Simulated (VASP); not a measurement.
# Pb (Fm-3m) in VASP: notebook

Pb is run at these levels: PBEsol; tasks: single point, relaxation of cell and atoms.

Program: VASP 6.6.1. These are calculated values, not measurements. Logs are shortened: lines on timing, memory, paths and dates and some standing lists are left out, and cuts for length are marked.

### 1 The cell of the first run

Symmetry: Fm-3m, No. 225, cubic system. The conventional cell has a = 4.950 Å, b = 4.950 Å, c = 4.950 Å, α = 90.00°, β = 90.00°, γ = 90.00°. Within 4.6 Å of Pb (site symmetry m-3m) lie 12 Pb at 3.50 Å.

### 2 Single point, PBEsol

INCAR reads:

```
  ALGO = Normal
  EDIFF = 1E-6
  ENCUT = 500
  GGA = PS
  GGA_COMPAT = False
  ISIF = 2
  ISMEAR = 0
  LASPH = True
  LCHARG = False
  LREAL = False
  LWAVE = False
  NBANDS = 13
  NELM = 120
  PREC = Accurate
  SIGMA = 0.05
```

KPOINTS reads:

```
k-points
0
Gamma
  7 7 7
```

POSCAR reads:

```
Pb
1.0
    0.0000000000      2.4750200000      2.4750200000
    2.4750200000      0.0000000000      2.4750200000
    2.4750200000      2.4750200000      0.0000000000
Pb
1
Direct
    0.0000000000      0.0000000000      0.0000000000
```

Potentials or basis: VASP PAW PBE potentials, release 64 (Pb_d).

Launch:

```
> cat potpaw_PBE.64/Pb_d/POTCAR > POTCAR
> mpirun -np 1 vasp_std > vasp.out
```

OUTCAR:

```text
EDIFF = 1E-6
   ENCUT = 500
   GGA = PS
   ISIF = 2
   ISMEAR = 0
   LASPH = True
   LREAL = False
   NELM = 120
   PREC = Accurate

 ion  position               nearest neighbor table
   1  0.000  0.000  0.000-

  LATTYP: Found a face centered cubic cell.
 ALAT       =     4.9500400000

  Lattice vectors:

 A1 = (   0.0000000000,   2.4750200000,   2.4750200000)
 A2 = (   2.4750200000,   0.0000000000,   2.4750200000)
 A3 = (   2.4750200000,   2.4750200000,   0.0000000000)

Analysis of symmetry for initial positions (statically):
=====================================================================
 Subroutine PRICEL returns:
 Original cell was already a primitive cell.

 Routine SETGRP: Setting up the symmetry group for a
 face centered cubic supercell.

 Subroutine GETGRP returns: Found 48 space group operations
 (whereof 48 operations were pure point group operations)
 out of a pool of 48 trial point group operations.

The static configuration has the point symmetry O_h .

Analysis of symmetry for dynamics (positions and initial velocities):
=====================================================================
 Subroutine PRICEL returns:
 Original cell was already a primitive cell.

 Routine SETGRP: Setting up the symmetry group for a
 face centered cubic supercell.

 Subroutine GETGRP returns: Found 48 space group operations
 (whereof 48 operations were pure point group operations)
 out of a pool of 48 trial point group operations.

The dynamic configuration has the point symmetry O_h .

 Subroutine INISYM returns: Found 48 space group operations
 (whereof 48 operations are pure point group operations),
 and found     1 'primitive' translations

----------------------------------------------------------------------------------------

                                     Primitive cell

  volume of cell :      30.3226

  direct lattice vectors                    reciprocal lattice vectors
     0.000000000  2.475020000  2.475020000    -0.202018570  0.202018570  0.202018570
     2.475020000  0.000000000  2.475020000     0.202018570 -0.202018570  0.202018570
     2.475020000  2.475020000  0.000000000     0.202018570  0.202018570 -0.202018570

  length of vectors
     3.500206851  3.500206851  3.500206851     0.349906427  0.349906427  0.349906427

  position of ions in fractional coordinates (direct lattice)
     0.000000000  0.000000000  0.000000000

  ion indices of the primitive-cell ions
   primitive index   ion index
                 1           1

----------------------------------------------------------------------------------------

 KPOINTS: k-points

Automatic generation of k-mesh.
 Grid dimensions read from file:
 generate k-points for:    7    7    7

 Generating k-lattice:

  Cartesian coordinates                     Fractional coordinates (reciprocal lattice)
    -0.028859796  0.028859796  0.028859796     0.142857143  0.000000000  0.000000000
     0.028859796 -0.028859796  0.028859796     0.000000000  0.142857143  0.000000000
     0.028859796  0.028859796 -0.028859796     0.000000000  0.000000000  0.142857143

  Length of vectors
     0.049986632  0.049986632  0.049986632

  Shift w.r.t. Gamma in fractional coordinates (k-lattice)
     0.000000000  0.000000000  0.000000000

 Subroutine IBZKPT returns following result:
 ===========================================

 Found     20 irreducible k-points:

 Following reciprocal coordinates:
            Coordinates               Weight
  0.000000  0.000000  0.000000      1.000000
  0.142857  0.000000  0.000000      8.000000
  0.285714  0.000000  0.000000      8.000000
  0.428571  0.000000  0.000000      8.000000
  0.142857  0.142857  0.000000      6.000000
  0.285714  0.142857  0.000000     24.000000
[... 12 lines left out ...]
 -0.428571  0.428571  0.142857     24.000000
 -0.285714  0.428571  0.142857     24.000000
   k-points           NKPTS =     20   k-points in BZ     NKDIM =     20   number of bands    NBANDS=     13
   number of dos      NEDOS =    301   number of ions     NIONS =      1
   total plane-waves  NPLWV =  21952
   dimension x,y,z NGX =    28 NGY =   28 NGZ =   28
   dimension x,y,z NGXF=    56 NGYF=   56 NGZF=   56
   ions per type =               1
   NGX,Y,Z   is equivalent  to a cutoff of  13.30, 13.30, 13.30 a.u.
   NGXF,Y,Z  is equivalent  to a cutoff of  26.60, 26.60, 26.60 a.u.
 SYSTEM =  unknown system
   PREC   = accura    normal or accurate (medium, high low for compatibility)
   ISTART =      0    job   : 0-new  1-cont  2-samecut
   ICHARG =      2    charge: 1-file 2-atom 10-const
   ISPIN  =      1    spin polarized calculation?
   LNONCOLLINEAR =      F non collinear calculations
   LSORBIT =      F    spin-orbit coupling
   LASPH  =      T    aspherical Exc in radial PAW
   ENCUT  =  500.0 eV  36.75 Ry    6.06 a.u.   6.38  6.38  6.38*2*pi/ulx,y,z
   NELM   =    120;   NELMIN=  2; NELMDL= -5     # of ELM steps
   EDIFF  = 0.1E-05   stopping-criterion for ELM
   LREAL  =      F    real-space projection
   EDIFFG = 0.1E-04   stopping-criterion for IOM
   NSW    =      0    number of steps for IOM
   IBRION =     -1    ionic relax: 0-MD 1-quasi-New 2-CG
   NFREE  =      0    steps in history (QN), initial steepest desc. (CG)
   ISIF   =      2    stress and relaxation
   ISYM   =      2    0-nonsym 1-usesym 2-fastsym
   POTIM  = 0.5000    time-step for ionic-motion
   TEBEG  =    0.0;   TEEND  =   0.0 temperature during run
   PSTRESS=    0.0 pullay stress
   NELECT =      14.0000    total number of electrons
   NUPDOWN=      -1.0000    fix difference up-down
   EMIN   =  10.00;   EMAX   =-10.00  energy-range for DOS
   EFERMI =   0.00;   METHOD = LEGACY
   ISMEAR =     0;   SIGMA  =   0.05  broadening in eV -4-tet -1-fermi 0-gaus
   EFERMI_NEDOS =   21; number of points for ismear=-14 and -15
   IALGO  =     38    algorithm
   IMIX   =      4    mixing-type and parameters
     AMIX     =   0.40;   BMIX     =  1.00
     AMIX_MAG =   1.60;   BMIX_MAG =  1.00
  volume/ion in A,a.u.               =      30.32       204.63
  Fermi-wavevector in a.u.,A,eV,Ry     =   1.265306  2.391081 21.782907  1.600999
  Thomas-Fermi vector in A             =   2.398566
   LORBIT       =      0    0 simple, 1 ext, 2 COOP (PROOUT), +10 PAW based schemes
   GGA     = PS    functional components
   LHFCALC =     F    Hartree Fock is set to
   AEXX    =    0.0000 exact exchange contribution
   IVDW    =     0    specifies the selected vdW correction
   LEPSILON=     F    determine dielectric tensor
   LRPA    =     F    only Hartree local field effects (RPA)
 non-spin polarized calculation
 Gauss-broadening in eV      SIGMA  =   0.05
  energy-cutoff  :      500.00
  volume of cell :       30.32
 maximum number of plane-waves:       779
 NGX is ok and might be reduce to    28
   NGX = 13   NGY = 13   NGZ = 13

 number of electron      13.9999999 magnetization

 Free energy of the ion-electron system (eV)
  ---------------------------------------------------
  ext. energy  EPLUGINS =         0.00000000
  ---------------------------------------------------
  free energy    TOTEN  =        -4.00905638 eV

  energy without entropy =       -4.00791121  energy(sigma->0) =       -4.00848379

 E-fermi :   6.9403     XC(G=0): -10.3394

 val. band max:        6.8957222033   @ k =   0.4286   0.2857   0.1429
 cond. band min:       7.3828183639   @ k =  -0.4286   0.4286   0.0000
 fundamental gap:      0.4870961606
 Fermi energy:         6.9402736527

 k-point     1 :       0.0000    0.0000    0.0000
  band No.  band energies     occupation
      1      -9.8760      2.00000
      2      -9.8760      2.00000
      3      -9.8760      2.00000
      4      -9.7335      2.00000
      5      -9.7335      2.00000
      6      -4.6646      2.00000
      7      14.5156      0.00000
      8      14.5156      0.00000
      9      14.5156      0.00000
     10      16.8639      0.00000
     11      18.4172      0.00000
     12      19.5817      0.00000
     13      19.5817      0.00000

 k-point     2 :       0.1429    0.0000    0.0000
  band No.  band energies     occupation
      1      -9.8777      2.00000
      2      -9.8515      2.00000
      3      -9.8515      2.00000
      4      -9.7316      2.00000
      5      -9.7316      2.00000
      6      -4.2711      2.00000
      7      11.1467      0.00000
      8      14.0765      0.00000
      9      14.0765      0.00000
     10      16.3495      0.00000
     11      19.7574      0.00000
     12      20.2338      0.00000
     13      20.3081      0.00000

 k-point     3 :       0.2857    0.0000    0.0000
  band No.  band energies     occupation
      1      -9.8887      2.00000
      2      -9.8428      2.00000
      3      -9.8428      2.00000
      4      -9.6787      2.00000
      5      -9.6787      2.00000
      6      -3.1057      2.00000
      7       6.8248      1.99891
      8      13.2866      0.00000
      9      13.2866      0.00000
     10      16.0350      0.00000
     11      18.1611      0.00000
     12      19.1461      0.00000
     13      19.1461      0.00000
[... 241 lines left out ...]
 k-point    19 :      -0.4286    0.4286    0.1429
  band No.  band energies     occupation
      1      -9.9533      2.00000
      2      -9.8948      2.00000
      3      -9.6934      2.00000
      4      -9.6310      2.00000
      5      -9.5810      2.00000
      6      -0.0661      2.00000
      7       4.9509      2.00000
      8       7.5775      0.00000
      9       8.2728      0.00000
     10      15.2835      0.00000
     11      16.2354      0.00000
     12      21.5979      0.00000
     13      24.3643      0.00000

 k-point    20 :      -0.2857    0.4286    0.1429
  band No.  band energies     occupation
      1      -9.9014      2.00000
      2      -9.8191      2.00000
      3      -9.7619      2.00000
      4      -9.6865      2.00000
      5      -9.5826      2.00000
      6       0.3043      2.00000
      7       5.3969      2.00000
      8       5.6412      2.00000
      9       8.5198      0.00000
     10      16.1324      0.00000
     11      19.6110      0.00000
     12      20.4955      0.00000
     13      20.7331      0.00000

------------------------ aborting loop because EDIFF is reached ----------------------------------------

  FORCE on cell =-STRESS in cart. coord.  units (eV):
  Direction    XX          YY          ZZ          XY          YZ          ZX
  --------------------------------------------------------------------------------------
  -------------------------------------------------------------------------------------
  Total       -0.0162930     -0.0162930     -0.0162930     -0.0000000      0.0000000     -0.0000000
  in kB       -0.8608842     -0.8608842     -0.8608842     -0.0000000      0.0000000     -0.0000000
  external PRESSURE =      -0.8608842 kB  Pullay stress =       0.0000000 kB

 VOLUME and BASIS-vectors are now :
 -----------------------------------------------------------------------------
  energy-cutoff  :      500.00
  volume of cell :       30.32
      direct lattice vectors                 reciprocal lattice vectors
     0.000000000  2.475020000  2.475020000    -0.202018570  0.202018570  0.202018570
     2.475020000  0.000000000  2.475020000     0.202018570 -0.202018570  0.202018570
     2.475020000  2.475020000  0.000000000     0.202018570  0.202018570 -0.202018570

 POSITION                                       TOTAL-FORCE (eV/Angst)
 -----------------------------------------------------------------------------------
      0.00000      0.00000      0.00000         0.000000      0.000000      0.000000
 -----------------------------------------------------------------------------------
    total drift:                               -0.000000     -0.000000     -0.000000

  FREE ENERGIE OF THE ION-ELECTRON SYSTEM (eV)
  ---------------------------------------------------
  free  energy   TOTEN  =        -4.0090563767 eV

  energy  without entropy=       -4.0079112095  energy(sigma->0) =       -4.00848379
```

It took 18 s on 1 thread of Intel Xeon 8259CL, shared host; peak memory 0.15 GiB.

Results:

* Free energy: -4.0091 eV
* Pressure: -0.1 GPa
* Band gap on the k mesh: zero (band 7 reaches 14.52 eV, above the bottom of band 8 at 5.64 eV)

Levels at points of the mesh, in eV from the Fermi level:
```tsv
k point	band 3	band 4	band 5	band 6	band 7	band 8	band 9	band 10	band 11	band 12
(0.00, 0.00, 0.00)	-16.82	-16.67	-16.67	-11.60	7.58	7.58	7.58	9.92	11.48	12.64
```

Caveat: the PAW data sets were made with another functional, which shifts forces and pressure a little; spin-orbit coupling is left out, which moves the levels of the heavy elements.

### 3 Relaxation of cell and atoms, PBEsol

INCAR reads:

```
SYSTEM = Pb
  ALGO = Normal
  EDIFF = 1E-7
  EDIFFG = -0.01
  ENCUT = 500
  GGA = PS
  GGA_COMPAT = .FALSE.
  IBRION = 2
  ISIF = 3
  ISMEAR = 0
  LASPH = .TRUE.
  LCHARG = .FALSE.
  LREAL = .FALSE.
  LWAVE = .FALSE.
  NELM = 120
  NELMIN = 4
  NSW = 60
  PREC = Accurate
  SIGMA = 0.05
```

KPOINTS reads:

```
k-points
0
G
  7 7 7
  0 0 0
```

POSCAR is that of step 2.

Potentials or basis: VASP PAW PBE potentials, release 64 (Pb_d).

Launch:

```
> cat potpaw_PBE.64/Pb_d/POTCAR > POTCAR
> mpirun -np 1 vasp_std > vasp.out
```

Run time: 25 s. Hardware: 1 thread of Intel Xeon 8259CL, shared host; peak memory 0.16 GiB.

The run converged. Its results:

- Free energy: -4.0091 eV
- Relaxed volume: 30.26 Å³/atom
- Relaxed cell: a = 3.498 Å, b = 3.498 Å, c = 3.498 Å, α = 60.00°, β = 60.00°, γ = 60.00°
- Space group after relaxing (to 0.05 Å): Fm-3m (No. 225)
- Energy gained by relaxing: 0.0 meV/atom
- Ionic steps: 2
- Pressure after relaxing: 0.0 GPa
- Band gap on the k mesh: zero (band 7 reaches 14.56 eV, above the bottom of band 8 at 5.66 eV)

Final structure:
```
Pb
1.0
     0.00000    2.47327    2.47327
     2.47327    0.00000    2.47327
     2.47327    2.47327    0.00000
Pb
1
Direct
  0.00000 0.00000 0.00000
```

Levels at points of the mesh, in eV from the Fermi level:
```tsv
k point	band 3	band 4	band 5	band 6	band 7	band 8	band 9	band 10	band 11
(0.00, 0.00, 0.00)	-16.82	-16.68	-16.68	-11.62	7.59	7.59	7.59	9.92	11.50
```

Caveat: the PAW data sets were made with another functional, which shifts forces and pressure a little; spin-orbit coupling is left out, which moves the levels of the heavy elements.
